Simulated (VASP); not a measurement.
**MgI2: relaxation of cell and atoms with PBE+D4**

MgI2:

```xyz
3
Lattice="4.1273 0.0000 0.0000 -2.0637 3.5744 0.0000 0.0000 0.0000 6.8366" Properties=species:S:1:pos:R:3 pbc="T T T"
Mg    0.0000    0.0000    0.0000
I     0.0000    2.3829    1.6760
I     2.0637    1.1915    5.1606
```

```
Program                : VASP 6.6.1
Task                   : relaxation of cell and atoms
Functional             : PBE
Dispersion             : D4
Potentials or basis    : VASP PAW PBE potentials, release 64 (Mg, I)
Cutoff                 : 600 eV
k mesh                 : 6 × 6 × 4
Occupations            : fermi-dirac, width 0.02 eV
Spin                   : no spin polarisation
Dipole correction      : no
Further INCAR settings : ALGO = Normal; EDIFF = 1e-06; IBRION = 2; EDIFFG = -0.005; NSW = 80; ISIF = 3
```

```json
{
 "Relaxed volume": "33.63 Å³/atom",
 "Relaxed cell": "a = 4.130 Å, b = 4.130 Å, c = 6.831 Å, α = 90.00°, β = 90.00°, γ = 120.00°",
 "Space group after relaxing (to 0.05 Å)": "P-3m1 (No. 164)",
 "Energy gained by relaxing": "0.0 meV/atom",
 "Ionic steps": "3",
 "Pressure after relaxing": "0.0 GPa",
 "Band gap on the k mesh": "3.52 eV, indirect (least direct gap 3.73 eV)",
 "Dispersion energy per atom": "-0.304 eV"
}
```

Final structure:
```
Mg I
1.0
     4.12951    0.00000    0.00000
    -2.06475    3.57626    0.00000
     0.00000    0.00000    6.83140
Mg I
1 2
Direct
  0.00000 0.00000 0.00000
  0.33333 0.66667 0.24496
  0.66667 0.33333 0.75504
```

Levels at points of the mesh, in eV from the valence-band top:
```csv
k point,band 5,band 6,band 7,band 8,band 9,band 10,band 11,band 12
"(0.00, 0.00, 0.00)",-0.45,-0.06,-0.06,0.00,3.73,4.79,6.73,6.73
"(0.50, 0.00, 0.00)",-1.94,-1.40,-0.96,-0.46,3.64,5.31,5.45,6.92
"(0.00, 0.00, 0.50)",-0.34,-0.34,-0.17,-0.17,4.72,4.88,6.53,6.53
"(0.50, 0.00, 0.50)",-1.21,-1.15,-0.84,-0.72,3.53,5.17,5.63,6.02
```

Run time: 33 s on 1 thread of AMD EPYC 9R45 96-Core Processor (Zen 5), with other jobs on the host, peak memory 0.25 GiB.

Caveat: spin-orbit coupling is left out, which moves the levels of the heavy elements. A k mesh can miss the band edges.
